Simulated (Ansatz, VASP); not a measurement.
One calculation of Fe, two programs

The input POSCAR:

```
Fe
1.0
   -1.4244927995      1.4244927995      1.4244927995
    1.4244927995     -1.4244927995      1.4244927995
    1.4244927995      1.4244927995     -1.4244927995
Fe
1
Direct
    0.0000000000      0.0000000000      0.0000000000
```

INCAR.step1

```
SYSTEM = Fe
PREC = Accurate ; ENCUT = 520
ISMEAR = 0 ; SIGMA = 0.05
LREAL = .False. ; LASPH = .True.
NELM = 150 ; ISPIN = 2
MAGMOM = 3.1 ; LMAXMIX = 4
NBANDS = 14 ; GGA = PE
ALGO = Normal ; EDIFF = 1E-4
LWAVE = .True. ; LCHARG = .False.
```

The input INCAR.step2:

```
SYSTEM = Fe
PREC = Accurate ; ENCUT = 520
EDIFF = 1E-7 ; ISMEAR = 0
SIGMA = 0.05 ; LREAL = .False.
LASPH = .True. ; NELM = 150
ALGO = Normal ; ISIF = 2
LWAVE = .False. ; LCHARG = .True.
ISPIN = 2 ; MAGMOM = 3.1
LORBIT = 11 ; LMAXMIX = 4
METAGGA = R2SCAN ; LMIXTAU = .True.
LELF = .True. ; LVHAR = .True.
NBANDS = 14 ; ISTART = 1
```

File KPOINTS:

```
Automatic mesh
0
Gamma
  22 22 22
  0 0 0
```

Input for Ansatz:

```yaml
crystal:
  lattice:
    - [-1.4244927995, 1.4244927995, 1.4244927995]
    - [1.4244927995, -1.4244927995, 1.4244927995]
    - [1.4244927995, 1.4244927995, -1.4244927995]
  atoms:
    - { symbol: Fe, position: [0.0, 0.0, 0.0], spin: 3.1 }
basis:
  ecutwfc: 500
  ecutrho_ratio: 4
kpoints:
  mp_grid: { grid: [22, 22, 22] }
hamiltonian:
  xc: r2scan
scf:
  occupations: { method: gaussian, width: 0.05 }
output:
  forces: true
  stress: true
  eigenvalues: true
  populations: true
magnetization:
  spin_polarized: true
```

Alike in both runs: task single point; functional r2SCAN; k mesh 22 × 22 × 22; occupations gaussian, width 0.05 eV; collinear spin.

|  | VASP | Ansatz |
| --- | --- | --- |
| version | VASP 6.6.1 | Ansatz 0.2.0 |
| potentials or method | VASP PAW PBE potentials, release 64 (Fe), cutoff 520 eV | scalar-relativistic, plane waves, PAW |
| valence electrons in the cell | 8 | 16 |

VASP gave:

* gap on the k mesh at the Fermi level (eV): none
* pressure (GPa): 3.4
* net moment per atom (μB): 2.64
* size of the moment on the site where the two differ most (μB): 2.71

Problem. Which values does Ansatz return?

Solution. gap on the k mesh at the Fermi level (eV): none; pressure (GPa): 3.9; net moment per atom (μB): 2.65; size of the moment on the site where the two differ most (μB): 2.80.

VASP's potentials were made for PBE, not for r2SCAN. Site moments also hang on the region over which each program counts them. A gap of «none» marks a metal or a gap that the smearing closes. VASP's potentials hold 8 valence electrons a cell and Ansatz's 16, so a difference there can come from the potentials and not from the codes. Ansatz's warnings: stability check not made.
